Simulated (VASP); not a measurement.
Input of a VASP 6.6.1 run:

Contents of INCAR:

```
SYSTEM = TiC
  ALGO = Normal
  EDIFF = 1E-7
  EDIFFG = -0.01
  ENCUT = 600
  GGA = PE
  GGA_COMPAT = .FALSE.
  IBRION = 2
  ISIF = 3
  ISMEAR = -1
  LASPH = .TRUE.
  LCHARG = .FALSE.
  LREAL = .FALSE.
  LWAVE = .FALSE.
  NELM = 120
  NELMIN = 4
  NSW = 80
  PREC = Accurate
  PSTRESS = 400.0
  SIGMA = 0.05
```

File KPOINTS:

```
k-points
0
G
  13 13 13
  0 0 0
```

Contents of POSCAR:

```
TiC
1.0
    0.0000000000      2.1593000000      2.1593000000
    2.1593000000      0.0000000000      2.1593000000
    2.1593000000      2.1593000000      0.0000000000
Ti C
1 1
Direct
    0.0000000000      0.0000000000      0.0000000000
    0.5000000000      0.5000000000      0.5000000000
```

Potentials or basis: VASP PAW PBE potentials, release 64 (Ti_sv, C).

The run is started by

```sh
$ cat potpaw_PBE.64/Ti_sv/POTCAR potpaw_PBE.64/C/POTCAR > POTCAR
$ mpirun -np 1 vasp_std > vasp.out
```

Q: Estimate the space group after relaxing (to 0.05 Å).

A: Fm-3m (No. 225).

Q: Predict the band gap on the k mesh.

A: Zero (band 8 reaches 11.66 eV, above the bottom of band 9 at 10.52 eV).

Q: Estimate the relaxed cell.

A: a = 2.939 Å, b = 2.939 Å, c = 2.939 Å, α = 60.00°, β = 60.00°, γ = 60.00°.

Q: What does it give for the relaxed volume?

A: 8.97 Å³/atom.

The path:
```
step  energy change (eV)  largest force (eV/Å)  pressure (GPa)  volume (Å³)
   1              0.0000                0.0000            2.64        20.14
   2              2.7703                0.0000          190.61        14.04
   3              0.2251                0.0000           36.09        18.13
   4              0.2589                0.0000           39.18        17.99
   5              0.2691                0.0000           40.09        17.95
```

Caveat: the cell is relaxed towards a set pressure, so the enthalpy falls and the energy may rise.
